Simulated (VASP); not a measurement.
# AgCl in VASP: single point with PBE

Aim: the single point of AgCl with PBE.

Program: VASP 6.6.1. These are calculated values, not measurements. Logs are shortened: lines on timing, memory, paths and dates and some standing lists are left out, and cuts for length are marked.

**1. The cell of the first run**

The cell holds a wire with vacuum, 4 atoms: a = 11.700 Å, b = 9.300 Å, c = 5.050 Å, α = 90.00°, β = 90.00°, γ = 90.00°.

**2. Single point, PBE, collinear spin, ferromagnetic start**

File INCAR:

```
SYSTEM = AgCl
  ALGO = Normal
  EDIFF = 1E-7
  ENCUT = 520
  GGA = PE
  ISIF = 2
  ISMEAR = 0
  ISPIN = 2
  LASPH = .True.
  LCHARG = .True.
  LELF = .True.
  LMAXMIX = 4
  LORBIT = 11
  LREAL = .False.
  LVHAR = .True.
  LWAVE = .False.
  MAGMOM = 0.5 0.5 0.5 0.5
  NBANDS = 30
  NELM = 150
  PREC = Accurate
  SIGMA = 0.05
```

File KPOINTS:

```
k-points
0
Gamma
  1 1 13
  0 0 0
```

File POSCAR:

```
AgCl
1.0
   11.7000000000      0.0000000000      0.0000000000
    0.0000000000      9.3000000000      0.0000000000
    0.0000000000      0.0000000000      5.0496155184
Ag Cl
2 2
Direct
    0.3867073441      0.5000000000      0.0000000000
    0.6132926559      0.5000000000      0.5000000000
    0.3867073441      0.5000000000      0.5000000000
    0.6132926559      0.5000000000      0.0000000000
```

Potentials or basis: VASP PAW PBE potentials, release 64 (Ag, Cl).

Launch:

```bash
> cat potpaw_PBE.64/Ag/POTCAR potpaw_PBE.64/Cl/POTCAR > POTCAR
> mpirun -np 1 vasp_std > vasp.out
```

OUTCAR:

```text
SYSTEM = AgCl
   EDIFF = 1E-7
   ENCUT = 520
   GGA = PE
   ISIF = 2
   ISMEAR = 0
   ISPIN = 2
   LASPH = .True.
   LORBIT = 11
   LREAL = .False.
   NELM = 150
   PREC = Accurate

 ion  position               nearest neighbor table
   1  0.387  0.500  0.000-   3 2.52   3 2.52   4 2.65
   2  0.613  0.500  0.500-   4 2.52   4 2.52   3 2.65
   3  0.387  0.500  0.500-   1 2.52   1 2.52   2 2.65
   4  0.613  0.500  0.000-   2 2.52   2 2.52   1 2.65

  LATTYP: Found a simple orthorhombic cell.
 ALAT       =     5.0496155184
 B/A-ratio  =     1.8417243780
 C/A-ratio  =     2.3170080885

  Lattice vectors:

 A1 = (   0.0000000000,   0.0000000000,  -5.0496155184)
 A2 = (   0.0000000000,   9.3000000000,   0.0000000000)
 A3 = (  11.7000000000,   0.0000000000,   0.0000000000)

Analysis of symmetry for initial positions (statically):
=====================================================================
 Subroutine PRICEL returns:
 Original cell was already a primitive cell.

 Routine SETGRP: Setting up the symmetry group for a
 simple orthorhombic supercell.

 Subroutine GETGRP returns: Found  8 space group operations
 (whereof  4 operations were pure point group operations)
 out of a pool of  8 trial point group operations.

The static configuration has the point symmetry C_2v.
 The point group associated with its full space group is D_2h.

Analysis of symmetry for dynamics (positions and initial velocities):
=====================================================================
 Subroutine PRICEL returns:
 Original cell was already a primitive cell.

 Routine SETGRP: Setting up the symmetry group for a
 simple orthorhombic supercell.

 Subroutine GETGRP returns: Found  8 space group operations
 (whereof  4 operations were pure point group operations)
 out of a pool of  8 trial point group operations.

The dynamic configuration has the point symmetry C_2v.
 The point group associated with its full space group is D_2h.

Analysis of structural, dynamic, and magnetic symmetry:
=====================================================================
 Subroutine PRICEL returns:
 Original cell was already a primitive cell.

 Routine SETGRP: Setting up the symmetry group for a
 simple orthorhombic supercell.

 Subroutine GETGRP returns: Found  8 space group operations
 (whereof  4 operations were pure point group operations)
 out of a pool of  8 trial point group operations.

The overall configuration has the point symmetry C_2v.
 The point group associated with its full space group is D_2h.

 Subroutine INISYM returns: Found  8 space group operations
 (whereof  4 operations are pure point group operations),
 and found     1 'primitive' translations

----------------------------------------------------------------------------------------

                                     Primitive cell

  volume of cell :     549.4487

  direct lattice vectors                    reciprocal lattice vectors
    11.700000000  0.000000000  0.000000000     0.085470085  0.000000000  0.000000000
     0.000000000  9.300000000  0.000000000     0.000000000  0.107526882  0.000000000
     0.000000000  0.000000000  5.049615518     0.000000000  0.000000000  0.198034879

  length of vectors
    11.700000000  9.300000000  5.049615518     0.085470085  0.107526882  0.198034879

  position of ions in fractional coordinates (direct lattice)
     0.386707344  0.500000000  0.000000000
     0.613292656  0.500000000  0.500000000
     0.386707344  0.500000000  0.500000000
     0.613292656  0.500000000  0.000000000

  ion indices of the primitive-cell ions
   primitive index   ion index
                 1           1
                 2           2
                 3           3
                 4           4

----------------------------------------------------------------------------------------

 KPOINTS: k-points

Automatic generation of k-mesh.
 Grid dimensions read from file:
 generate k-points for:    1    1   13

 Generating k-lattice:

  Cartesian coordinates                     Fractional coordinates (reciprocal lattice)
     0.085470085  0.000000000  0.000000000     1.000000000  0.000000000  0.000000000
     0.000000000  0.107526882  0.000000000     0.000000000  1.000000000  0.000000000
     0.000000000  0.000000000  0.015233452     0.000000000  0.000000000  0.076923077

  Length of vectors
     0.085470085  0.107526882  0.015233452

  Shift w.r.t. Gamma in fractional coordinates (k-lattice)
     0.000000000  0.000000000  0.000000000

 Subroutine IBZKPT returns following result:
 ===========================================

 Found      7 irreducible k-points:

 Following reciprocal coordinates:
            Coordinates               Weight
  0.000000  0.000000  0.000000      1.000000
  0.000000  0.000000  0.076923      2.000000
  0.000000  0.000000  0.153846      2.000000
  0.000000  0.000000  0.230769      2.000000
  0.000000  0.000000  0.307692      2.000000
  0.000000  0.000000  0.384615      2.000000
  0.000000  0.000000  0.461538      2.000000
   k-points           NKPTS =      7   k-points in BZ     NKDIM =      7   number of bands    NBANDS=     30
   number of dos      NEDOS =    301   number of ions     NIONS =      4
   total plane-waves  NPLWV = 252000
   dimension x,y,z NGX =    90 NGY =   70 NGZ =   40
   dimension x,y,z NGXF=   180 NGYF=  140 NGZF=   80
   ions per type =               2   2
   NGX,Y,Z   is equivalent  to a cutoff of  12.79, 12.51, 13.17 a.u.
   NGXF,Y,Z  is equivalent  to a cutoff of  25.58, 25.03, 26.34 a.u.
 SYSTEM =  AgCl
   PREC   = accura    normal or accurate (medium, high low for compatibility)
   ISTART =      0    job   : 0-new  1-cont  2-samecut
   ICHARG =      2    charge: 1-file 2-atom 10-const
   ISPIN  =      2    spin polarized calculation?
   LNONCOLLINEAR =      F non collinear calculations
   LSORBIT =      F    spin-orbit coupling
   LASPH  =      T    aspherical Exc in radial PAW
   ENCUT  =  520.0 eV  38.22 Ry    6.18 a.u.  21.75 17.29  9.39*2*pi/ulx,y,z
   NELM   =    150;   NELMIN=  2; NELMDL= -5     # of ELM steps
   EDIFF  = 0.1E-06   stopping-criterion for ELM
   LREAL  =      F    real-space projection
   EDIFFG = 0.1E-05   stopping-criterion for IOM
   NSW    =      0    number of steps for IOM
   IBRION =     -1    ionic relax: 0-MD 1-quasi-New 2-CG
   NFREE  =      0    steps in history (QN), initial steepest desc. (CG)
   ISIF   =      2    stress and relaxation
   ISYM   =      2    0-nonsym 1-usesym 2-fastsym
   POTIM  = 0.5000    time-step for ionic-motion
   TEBEG  =    0.0;   TEEND  =   0.0 temperature during run
   PSTRESS=    0.0 pullay stress
   NELECT =      36.0000    total number of electrons
   NUPDOWN=      -1.0000    fix difference up-down
   EMIN   =  10.00;   EMAX   =-10.00  energy-range for DOS
   EFERMI =   0.00;   METHOD = LEGACY
   ISMEAR =     0;   SIGMA  =   0.05  broadening in eV -4-tet -1-fermi 0-gaus
   EFERMI_NEDOS =   21; number of points for ismear=-14 and -15
   IALGO  =     38    algorithm
   IMIX   =      4    mixing-type and parameters
     AMIX     =   0.40;   BMIX     =  1.00
     AMIX_MAG =   1.60;   BMIX_MAG =  1.00
  volume/ion in A,a.u.               =     137.36       926.97
  Fermi-wavevector in a.u.,A,eV,Ry     =   0.659984  1.247189  5.926407  0.435579
  Thomas-Fermi vector in A             =   1.732290
   LORBIT       =     11    0 simple, 1 ext, 2 COOP (PROOUT), +10 PAW based schemes
   GGA     = PE    functional components
   LHFCALC =     F    Hartree Fock is set to
   AEXX    =    0.0000 exact exchange contribution
   IVDW    =     0    specifies the selected vdW correction
   LEPSILON=     F    determine dielectric tensor
   LRPA    =     F    only Hartree local field effects (RPA)
 spin polarized calculation
 Gauss-broadening in eV      SIGMA  =   0.05
  energy-cutoff  :      520.00
  volume of cell :      549.45
 maximum number of plane-waves:     14839
 NGX is ok and might be reduce to    90
   NGX = 43   NGY = 35   NGZ = 19

 number of electron      35.9999988 magnetization      -0.0000018

 number of electron      35.9999988 magnetization       0.0000083

 Free energy of the ion-electron system (eV)
  ---------------------------------------------------
  ext. energy  EPLUGINS =         0.00000000
  ---------------------------------------------------
  free energy    TOTEN  =       -10.13179693 eV

  energy without entropy =      -10.13179693  energy(sigma->0) =      -10.13179693

 E-fermi :  -4.1868     XC(G=0):  -2.5428

 val. band max:       -4.4672529421   @ k =   0.0000   0.0000   0.4615
 cond. band min:      -2.1937986546   @ k =   0.0000   0.0000   0.0000
 fundamental gap:      2.2734542875
 Fermi energy:        -4.1868286423

 spin component 1

 k-point     1 :       0.0000    0.0000    0.0000
  band No.  band energies     occupation
      1     -18.6239      1.00000
      2     -18.4069      1.00000
      3      -7.8221      1.00000
      4      -7.7744      1.00000
      5      -7.2822      1.00000
      6      -7.1511      1.00000
[... 220 lines left out ...]
     29       3.7682      0.00000
     30       3.7751      0.00000
 Fermi energy:        -4.1868286423

 spin component 2

 k-point     1 :       0.0000    0.0000    0.0000
  band No.  band energies     occupation
      1     -18.6239      1.00000
      2     -18.4069      1.00000
      3      -7.8221      1.00000
      4      -7.7744      1.00000
      5      -7.2822      1.00000
      6      -7.1511      1.00000
[... 220 lines left out ...]
     29       3.7674      0.00000
     30       3.7732      0.00000

------------------------ aborting loop because EDIFF is reached ----------------------------------------

  FORCE on cell =-STRESS in cart. coord.  units (eV):
  Direction    XX          YY          ZZ          XY          YZ          ZX
  --------------------------------------------------------------------------------------
  -------------------------------------------------------------------------------------
  Total        0.9790343     -0.0385602     -2.2195854      0.0000000      0.0000000      0.0000000
  in kB        2.8548373     -0.1124405     -6.4722505      0.0000000      0.0000000      0.0000000
  external PRESSURE =      -1.2432846 kB  Pullay stress =       0.0000000 kB

 VOLUME and BASIS-vectors are now :
 -----------------------------------------------------------------------------
  energy-cutoff  :      520.00
  volume of cell :      549.45
      direct lattice vectors                 reciprocal lattice vectors
    11.700000000  0.000000000  0.000000000     0.085470085  0.000000000  0.000000000
     0.000000000  9.300000000  0.000000000     0.000000000  0.107526882  0.000000000
     0.000000000  0.000000000  5.049615518     0.000000000  0.000000000  0.198034879

 POSITION                                       TOTAL-FORCE (eV/Angst)
 -----------------------------------------------------------------------------------
      4.52448      4.65000      0.00000        -0.022812      0.000000      0.000000
      7.17552      4.65000      2.52481         0.022812      0.000000      0.000000
      4.52448      4.65000      2.52481        -0.364460      0.000000      0.000000
      7.17552      4.65000      0.00000         0.364460      0.000000      0.000000
 -----------------------------------------------------------------------------------
    total drift:                                0.000000      0.000000      0.000000

  FREE ENERGIE OF THE ION-ELECTRON SYSTEM (eV)
  ---------------------------------------------------
  free  energy   TOTEN  =       -10.1317969274 eV

  energy  without entropy=      -10.1317969274  energy(sigma->0) =      -10.13179693

 total charge

# of ion       s       p       d       tot
------------------------------------------
    1        0.235   0.137   9.345   9.717
    2        0.235   0.137   9.345   9.717
    3        1.592   3.495   0.000   5.087
    4        1.592   3.495   0.000   5.087
--------------------------------------------------
tot          3.654   7.264  18.690  29.608

 magnetization (x)

# of ion       s       p       d       tot
------------------------------------------
    1        0.000   0.000  -0.000  -0.000
    2        0.000   0.000  -0.000  -0.000
    3       -0.000  -0.000   0.000  -0.000
    4       -0.000  -0.000   0.000  -0.000
--------------------------------------------------
tot          0.000  -0.000  -0.000  -0.000
```

Wall time 5.1 min (1 thread of Intel Xeon Platinum 8488C (Sapphire Rapids), shared host); peak memory 0.83 GiB.

What came out:

```yaml
Free_energy: -10.1318 eV
Largest_force: 0.364 eV/Å
Band_gap_on_the_k_mesh: 2.27 eV, indirect (least direct gap 3.21 eV)
Net_moment: 0.00 μB per cell
Valence_electrons_inside_the_program's_atomic_spheres: Ag 9.72; Cl 5.09
```

Forces on the atoms (eV/Å):
```
Ag  -0.023  0.000  0.000
Ag   0.023  0.000  0.000
Cl  -0.364  0.000  0.000
Cl   0.364  0.000  0.000
```

Levels at points of the mesh, in eV from the valence-band top:
Spin up:
```tsv
k point	band 16	band 17	band 18	band 19	band 20	band 21
(0.00, 0.00, 0.00)	-1.49	-1.37	-0.93	2.27	3.06	5.59
```
Spin down:
| k point | band 15 | band 16 | band 17 | band 18 | band 19 | band 20 | band 21 | band 22 |
| --- | --- | --- | --- | --- | --- | --- | --- | --- |
| (0.00, 0.00, 0.00) | -1.66 | -1.49 | -1.37 | -0.93 | 2.27 | 3.06 | 5.59 | 5.70 |
